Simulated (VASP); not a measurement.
Here is a VASP 6.6.1 calculation.

File POSCAR:

```
SiC
1.0
    3.3212106082      0.0000000000      0.0000000000
   -1.6606053041      2.8762527580      0.0000000000
    0.0000000000      0.0000000000      5.2500935267
Si C
2 2
Direct
    0.3333333333      0.6666666667      0.0046028828
    0.6666666667      0.3333333333      0.5046028828
    0.3333333333      0.6666666667      0.3803971172
    0.6666666667      0.3333333333      0.8803971172
```

Contents of INCAR.step1:

```
SYSTEM = SiC
PREC = Accurate
ENCUT = 520
ISMEAR = 0
SIGMA = 0.05
LREAL = .FALSE.
LASPH = .TRUE.
NELM = 100
NBANDS = 16
GGA = PE
ALGO = Normal
EDIFF = 1E-4
LWAVE = .TRUE.
LCHARG = .FALSE.
```

INCAR.step2

```
SYSTEM = SiC
PREC = Accurate
ENCUT = 520
EDIFF = 1E-7
ISMEAR = 0
SIGMA = 0.05
LREAL = .FALSE.
LASPH = .TRUE.
NELM = 100
ALGO = Normal
ISIF = 2
LWAVE = .FALSE.
LCHARG = .FALSE.
METAGGA = R2SCAN
LMIXTAU = .TRUE.
NBANDS = 16
ISTART = 1
```

The input KPOINTS:

```
regular mesh
0
G
  12 12 6
  0 0 0
```

Potentials or basis: VASP PAW PBE potentials, release 64 (Si, C).

Run with:

```sh
$ cat potpaw_PBE.64/Si/POTCAR potpaw_PBE.64/C/POTCAR > POTCAR
$ cp INCAR.step1 INCAR
$ mpirun -np 1 vasp_std > vasp.out
$ cp INCAR.step2 INCAR
$ mpirun -np 1 vasp_std > vasp.out
```

**Question.** Predict the pressure.

**Answer.** -29.8 GPa.

**Question.** Estimate the largest force.

**Answer.** 0.055 eV/Å.

**Question.** Estimate the band gap on the k mesh.

**Answer.** 2.59 eV (least direct gap 3.21 eV).

Forces on the atoms (eV/Å):
```
Si   0.000  0.000 -0.055
Si   0.000  0.000 -0.055
C    0.000  0.000  0.055
C    0.000  0.000  0.055
```

Caveat: the cell differs from its parent crystal (strain +0.080 along x and y, +0.040 along z); the cell stands under tension; the PAW data sets were made with another functional, which shifts forces and pressure a little. A k mesh can miss the band edges.
